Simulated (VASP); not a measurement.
# Ba (I4/mmm) in VASP: further runs

The runs below take Ba through single point, with LDA.

Program: VASP 6.6.1. These are calculated values, not measurements. Logs are shortened: lines on timing, memory, paths and dates and some standing lists are left out, and cuts for length are marked.

**1. The cell of the first run**

Symmetry: I4/mmm, No. 139, tetragonal system. The conventional cell has a = 5.200 Å, b = 5.200 Å, c = 5.000 Å, α = 90.00°, β = 90.00°, γ = 90.00°. Ba (site symmetry 4/mmm) has 14 Ba at 4.45 to 5.20 Å within 5.8 Å.

**2. Single point, LDA (strain +0.040 along x and y, +0.000 along z)**

INCAR

```
SYSTEM = Ba
  PREC = Accurate
  ENCUT = 520
  EDIFF = 1E-7
  ISMEAR = 0
  SIGMA = 0.15
  LREAL = .False.
  LASPH = .True.
  NELM = 100
  ALGO = Fast
  ISIF = 2
  LWAVE = .False.
  LCHARG = .False.
  GGA = CA
  NBANDS = 11
```

KPOINTS

```
regular mesh
0
Gamma
  14 14 14
  0 0 0
```

POSCAR

```
Ba
1.0
   -2.6000000000      2.6000000000      2.5000000000
    2.6000000000     -2.6000000000      2.5000000000
    2.6000000000      2.6000000000     -2.5000000000
Ba
1
Direct
    0.0000000000      0.0000000000      0.0000000000
```

Potentials or basis: VASP PAW LDA potentials, release 64 (Ba_sv).

Started as:

```
$ cat potpaw_LDA.64/Ba_sv/POTCAR > POTCAR
$ mpirun -np 1 vasp_std > vasp.out
```

OUTCAR:

```text
SYSTEM = Ba
   PREC = Accurate
   ENCUT = 520
   EDIFF = 1E-7
   ISMEAR = 0
   LREAL = .False.
   LASPH = .True.
   NELM = 100
   ISIF = 2
   GGA = CA

 ion  position               nearest neighbor table
   1  0.000  0.000  0.000-

  LATTYP: Found a body centered tetragonal cell.
 ALAT       =     5.2000000000
 C/A-ratio  =     0.9615384615

  Lattice vectors:

 A1 = (  -2.6000000000,   2.6000000000,   2.5000000000)
 A2 = (   2.6000000000,  -2.6000000000,   2.5000000000)
 A3 = (   2.6000000000,   2.6000000000,  -2.5000000000)

Analysis of symmetry for initial positions (statically):
=====================================================================
 Subroutine PRICEL returns:
 Original cell was already a primitive cell.

 Routine SETGRP: Setting up the symmetry group for a
 body centered tetragonal supercell.

 Subroutine GETGRP returns: Found 16 space group operations
 (whereof 16 operations were pure point group operations)
 out of a pool of 16 trial point group operations.

The static configuration has the point symmetry D_4h.

Analysis of symmetry for dynamics (positions and initial velocities):
=====================================================================
 Subroutine PRICEL returns:
 Original cell was already a primitive cell.

 Routine SETGRP: Setting up the symmetry group for a
 body centered tetragonal supercell.

 Subroutine GETGRP returns: Found 16 space group operations
 (whereof 16 operations were pure point group operations)
 out of a pool of 16 trial point group operations.

The dynamic configuration has the point symmetry D_4h.

 Subroutine INISYM returns: Found 16 space group operations
 (whereof 16 operations are pure point group operations),
 and found     1 'primitive' translations

----------------------------------------------------------------------------------------

                                     Primitive cell

  volume of cell :      67.6000

  direct lattice vectors                    reciprocal lattice vectors
    -2.600000000  2.600000000  2.500000000     0.000000000  0.192307692  0.200000000
     2.600000000 -2.600000000  2.500000000     0.192307692  0.000000000  0.200000000
     2.600000000  2.600000000 -2.500000000     0.192307692  0.192307692  0.000000000

  length of vectors
     4.446346815  4.446346815  4.446346815     0.277456751  0.277456751  0.271964147

  position of ions in fractional coordinates (direct lattice)
     0.000000000  0.000000000  0.000000000

  ion indices of the primitive-cell ions
   primitive index   ion index
                 1           1

----------------------------------------------------------------------------------------

 KPOINTS: regular mesh

Automatic generation of k-mesh.
 Grid dimensions read from file:
 generate k-points for:   14   14   14

 Generating k-lattice:

  Cartesian coordinates                     Fractional coordinates (reciprocal lattice)
     0.000000000  0.013736264  0.014285714     0.071428571  0.000000000 -0.000000000
     0.013736264  0.000000000  0.014285714     0.000000000  0.071428571 -0.000000000
     0.013736264  0.013736264  0.000000000     0.000000000  0.000000000  0.071428571

  Length of vectors
     0.019818339  0.019818339  0.019426010

  Shift w.r.t. Gamma in fractional coordinates (k-lattice)
     0.000000000  0.000000000  0.000000000

 Subroutine IBZKPT returns following result:
 ===========================================

 Found    244 irreducible k-points:

 Following reciprocal coordinates:
            Coordinates               Weight
  0.000000  0.000000  0.000000      1.000000
  0.071429 -0.000000  0.000000      8.000000
  0.142857  0.000000  0.000000      8.000000
  0.214286 -0.000000  0.000000      8.000000
  0.285714  0.000000  0.000000      8.000000
  0.357143  0.000000  0.000000      8.000000
[... 16 lines left out ...]
  0.214286  0.142857  0.000000     16.000000
  0.285714  0.142857  0.000000     16.000000
 [... further k-points ...]
   k-points           NKPTS =    244   k-points in BZ     NKDIM =    244   number of bands    NBANDS=     11
   number of dos      NEDOS =    301   number of ions     NIONS =      1
   total plane-waves  NPLWV =  46656
   dimension x,y,z NGX =    36 NGY =   36 NGZ =   36
   dimension x,y,z NGXF=    72 NGYF=   72 NGZF=   72
   ions per type =               1
   NGX,Y,Z   is equivalent  to a cutoff of  13.46, 13.46, 13.46 a.u.
   NGXF,Y,Z  is equivalent  to a cutoff of  26.92, 26.92, 26.92 a.u.
 SYSTEM =  Ba
   PREC   = accura    normal or accurate (medium, high low for compatibility)
   ISTART =      0    job   : 0-new  1-cont  2-samecut
   ICHARG =      2    charge: 1-file 2-atom 10-const
   ISPIN  =      1    spin polarized calculation?
   LNONCOLLINEAR =      F non collinear calculations
   LSORBIT =      F    spin-orbit coupling
   LASPH  =      T    aspherical Exc in radial PAW
   ENCUT  =  520.0 eV  38.22 Ry    6.18 a.u.   8.27  8.27  8.27*2*pi/ulx,y,z
   NELM   =    100;   NELMIN=  2; NELMDL= -5     # of ELM steps
   EDIFF  = 0.1E-06   stopping-criterion for ELM
   LREAL  =      F    real-space projection
   EDIFFG = 0.1E-05   stopping-criterion for IOM
   NSW    =      0    number of steps for IOM
   IBRION =     -1    ionic relax: 0-MD 1-quasi-New 2-CG
   NFREE  =      0    steps in history (QN), initial steepest desc. (CG)
   ISIF   =      2    stress and relaxation
   ISYM   =      2    0-nonsym 1-usesym 2-fastsym
   POTIM  = 0.5000    time-step for ionic-motion
   TEBEG  =    0.0;   TEEND  =   0.0 temperature during run
   PSTRESS=    0.0 pullay stress
   NELECT =      10.0000    total number of electrons
   NUPDOWN=      -1.0000    fix difference up-down
   EMIN   =  10.00;   EMAX   =-10.00  energy-range for DOS
   EFERMI =   0.00;   METHOD = LEGACY
   ISMEAR =     0;   SIGMA  =   0.15  broadening in eV -4-tet -1-fermi 0-gaus
   EFERMI_NEDOS =   21; number of points for ismear=-14 and -15
   IALGO  =     68    algorithm
   IMIX   =      4    mixing-type and parameters
     AMIX     =   0.40;   BMIX     =  1.00
     AMIX_MAG =   1.60;   BMIX_MAG =  1.00
  volume/ion in A,a.u.               =      67.60       456.19
  Fermi-wavevector in a.u.,A,eV,Ry     =   0.865817  1.636156 10.199451  0.749638
  Thomas-Fermi vector in A             =   1.984115
   LORBIT       =      0    0 simple, 1 ext, 2 COOP (PROOUT), +10 PAW based schemes
   GGA     = CA    functional components
   LHFCALC =     F    Hartree Fock is set to
   AEXX    =    0.0000 exact exchange contribution
   IVDW    =     0    specifies the selected vdW correction
   LEPSILON=     F    determine dielectric tensor
   LRPA    =     F    only Hartree local field effects (RPA)
 non-spin polarized calculation
 RMM-DIIS sequential band-by-band and
 Gauss-broadening in eV      SIGMA  =   0.15
  energy-cutoff  :      520.00
  volume of cell :       67.60
 maximum number of plane-waves:      1846
 NGX is ok and might be reduce to    36
   NGX = 17   NGY = 17   NGZ = 17

 number of electron      10.0000000 magnetization

 Free energy of the ion-electron system (eV)
  ---------------------------------------------------
  ext. energy  EPLUGINS =         0.00000000
  ---------------------------------------------------
  free energy    TOTEN  =        -2.17602155 eV

  energy without entropy =       -2.16211056  energy(sigma->0) =       -2.16906606

 E-fermi :   1.2117     XC(G=0):  -7.3906

 val. band max:        1.2037919023   @ k =  -0.4286  -0.4286   0.2143
 cond. band min:       1.2168072905   @ k =  -0.3571  -0.3571   0.2143
 fundamental gap:      0.0130153883
 Fermi energy:         1.2117129861

 k-point     1 :       0.0000    0.0000    0.0000
  band No.  band energies     occupation
      1     -27.7396      2.00000
      2     -12.7370      2.00000
      3     -12.7370      2.00000
      4     -12.7348      2.00000
      5      -1.5067      2.00000
      6       2.7343      0.00000
      7       2.9571      0.00000
      8       2.9571      0.00000
      9       4.0670      0.00000
     10       4.3886      0.00000
     11       7.8961      0.00000

 k-point     2 :       0.0714   -0.0000    0.0000
  band No.  band energies     occupation
      1     -27.7380      2.00000
      2     -12.7556      2.00000
      3     -12.7434      2.00000
      4     -12.7362      2.00000
      5      -1.4163      2.00000
      6       2.7211      0.00000
      7       2.9175      0.00000
      8       2.9859      0.00000
      9       4.0383      0.00000
     10       4.2976      0.00000
     11       8.0770      0.00000

 k-point     3 :       0.1429    0.0000    0.0000
  band No.  band energies     occupation
      1     -27.7335      2.00000
      2     -12.8099      2.00000
      3     -12.7611      2.00000
      4     -12.7372      2.00000
      5      -1.1565      2.00000
      6       2.5701      0.00000
      7       2.7537      0.00000
      8       3.2142      0.00000
      9       3.9758      0.00000
     10       4.2082      0.00000
     11       8.3459      0.00000

 k-point     4 :       0.2143   -0.0000    0.0000
  band No.  band energies     occupation
      1     -27.7269      2.00000
      2     -12.8866      2.00000
      3     -12.7865      2.00000
      4     -12.7386      2.00000
      5      -0.7646      2.00000
      6       2.3402      0.00000
      7       2.4662      0.00000
      8       3.6407      0.00000
      9       4.0110      0.00000
     10       4.2224      0.00000
     11       8.3721      0.00000

 k-point     5 :       0.2857    0.0000    0.0000
  band No.  band energies     occupation
      1     -27.7197      2.00000
      2     -12.9694      2.00000
      3     -12.8144      2.00000
      4     -12.7401      2.00000
      5      -0.3130      2.00000
      6       2.1132      0.00000
      7       2.2056      0.00000
      8       4.1309      0.00000
      9       4.2232      0.00000
     10       4.3285      0.00000
     11       7.9141      0.00000
[... 211 lines left out ...]
 k-point    21 :      -0.0714    0.0714    0.0000
  band No.  band energies     occupation
      1     -27.7381      2.00000
      2     -12.7567      2.00000
      3     -12.7406      2.00000
      4     -12.7367      2.00000
      5      -1.4200      2.00000
      6       2.7103      0.00000
      7       2.8932      0.00000
      8       3.0454      0.00000
      9       3.9544      0.00000
     10       4.3734      0.00000
     11       7.9985      0.00000

 k-point    22 :       0.1429    0.1429    0.0000
  band No.  band energies     occupation
      1     -27.7234      2.00000
      2     -12.9219      2.00000
      3     -12.7881      2.00000
      4     -12.7583      2.00000
      5      -0.5276      2.00000
      6       2.2667      0.00000
      7       2.2812      0.00000
      8       3.8214      0.00000
      9       3.9017      0.00000
     10       4.4740      0.00000
     11       8.7795      0.00000

 k-point    23 :       0.2143    0.1429    0.0000
  band No.  band energies     occupation
      1     -27.7168      2.00000
      2     -12.9857      2.00000
      3     -12.8194      2.00000
      4     -12.7640      2.00000
      5      -0.0810      2.00000
      6       2.0158      0.00000
      7       2.1091      0.00000
      8       3.8528      0.00000
      9       4.4713      0.00000
     10       4.6802      0.00000
     11       7.9834      0.00000

 k-point    24 :       0.2857    0.1429    0.0000
  band No.  band energies     occupation
      1     -27.7109      2.00000
      2     -13.0391      2.00000
      3     -12.8521      2.00000
      4     -12.7664      2.00000
      5       0.3219      2.00000
      6       1.8509      0.00000
      7       2.0258      0.00000
      8       3.9702      0.00000
      9       4.7942      0.00000
     10       5.1443      0.00000
     11       7.2975      0.00000

 [... further k-points ...]
[... 5 lines left out ...]
  --------------------------------------------------------------------------------------
  -------------------------------------------------------------------------------------
  Total       -0.7188198     -0.7188198     -0.6592229      0.0000000      0.0000000      0.0000000
  in kB      -17.0366391    -17.0366391    -15.6241412      0.0000000      0.0000000      0.0000000
  external PRESSURE =     -16.5658065 kB  Pullay stress =       0.0000000 kB

 VOLUME and BASIS-vectors are now :
 -----------------------------------------------------------------------------
  energy-cutoff  :      520.00
  volume of cell :       67.60
      direct lattice vectors                 reciprocal lattice vectors
    -2.600000000  2.600000000  2.500000000     0.000000000  0.192307692  0.200000000
     2.600000000 -2.600000000  2.500000000     0.192307692  0.000000000  0.200000000
     2.600000000  2.600000000 -2.500000000     0.192307692  0.192307692  0.000000000

 POSITION                                       TOTAL-FORCE (eV/Angst)
 -----------------------------------------------------------------------------------
      0.00000      0.00000      0.00000        -0.000000      0.000000     -0.000000
 -----------------------------------------------------------------------------------
    total drift:                               -0.000000      0.000000      0.000000

  FREE ENERGIE OF THE ION-ELECTRON SYSTEM (eV)
  ---------------------------------------------------
  free  energy   TOTEN  =        -2.1760215548 eV

  energy  without entropy=       -2.1621105585  energy(sigma->0) =       -2.16906606
```

Wall time 67 s (1 thread of Intel Xeon 6975P-C (Granite Rapids), shared host); peak memory 0.3 GiB.

Results:

```yaml
Free_energy: -2.1760 eV
Pressure: -1.7 GPa
Band_gap_on_the_k_mesh: zero (band 5 reaches 1.63 eV, above the bottom of band 6 at 0.79 eV)
```

Levels at points of the mesh, in eV from the Fermi level:
| k point | band 3 | band 4 | band 5 | band 6 | band 7 | band 8 |
| --- | --- | --- | --- | --- | --- | --- |
| (0.00, 0.00, 0.00) | -13.95 | -13.95 | -2.72 | 1.52 | 1.75 | 1.75 |
| (0.50, 0.00, 0.00) | -14.07 | -13.95 | -0.86 | 0.56 | 1.16 | 2.98 |
| (0.50, 0.50, 0.00) | -14.06 | -13.94 | -0.90 | 0.79 | 1.04 | 2.74 |
| (0.50, 0.50, 0.50) | -14.22 | -14.19 | -0.47 | -0.42 | 3.89 | 3.89 |

Caveat: the cell differs from its parent crystal (strain +0.040 along x and y, +0.000 along z); spin-orbit coupling is left out, which moves the levels of the heavy elements.

(Continued in part 2 of 2.)
